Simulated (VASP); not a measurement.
Here is a VASP 6.6.1 calculation.

File INCAR:

```
PREC = Accurate
ENCUT = 600
EDIFF = 1E-6
ISMEAR = 1
SIGMA = 0.05
LREAL = False
LASPH = True
NELM = 200
ALGO = Normal
ISIF = 2
LWAVE = False
LCHARG = True
LMAXMIX = 4
LDAU = True
LDAUTYPE = 2
LDAUL = -1 2 -1
LDAUU = 0 4 0
LDAUJ = 0 0 0
LDAUPRINT = 1
GGA = PE
LELF = True
LVHAR = True
NBANDS = 28
GGA_COMPAT = False
```

The input KPOINTS:

```
Automatic mesh
0
Gamma
  6 6 6
```

The input POSCAR:

```
KNbO3
1.0
    4.0291830000      0.0000000000      0.0000000000
    0.0000000000      4.0291830000      0.0000000000
    0.0000000000      0.0000000000      4.0291830000
K Nb O
1 1 3
Direct
    0.0000000000      0.0000000000      0.0000000000
    0.5000000000      0.5000000000      0.5000000000
    0.0000000000      0.5000000000      0.5000000000
    0.5000000000      0.0000000000      0.5000000000
    0.5000000000      0.5000000000      0.0000000000
```

Potentials or basis: VASP PAW PBE potentials, release 64 (K_sv, Nb_sv, O).

Command:

```sh
$ cat potpaw_PBE.64/K_sv/POTCAR potpaw_PBE.64/Nb_sv/POTCAR potpaw_PBE.64/O/POTCAR > POTCAR
$ mpirun -np 1 vasp_std > vasp.out
```

(1) What does it give for the pressure?

(2) Estimate the band gap on the k mesh.

Results:

(1) 1.9 GPa.

(2) 1.96 eV, indirect (least direct gap 2.69 eV).
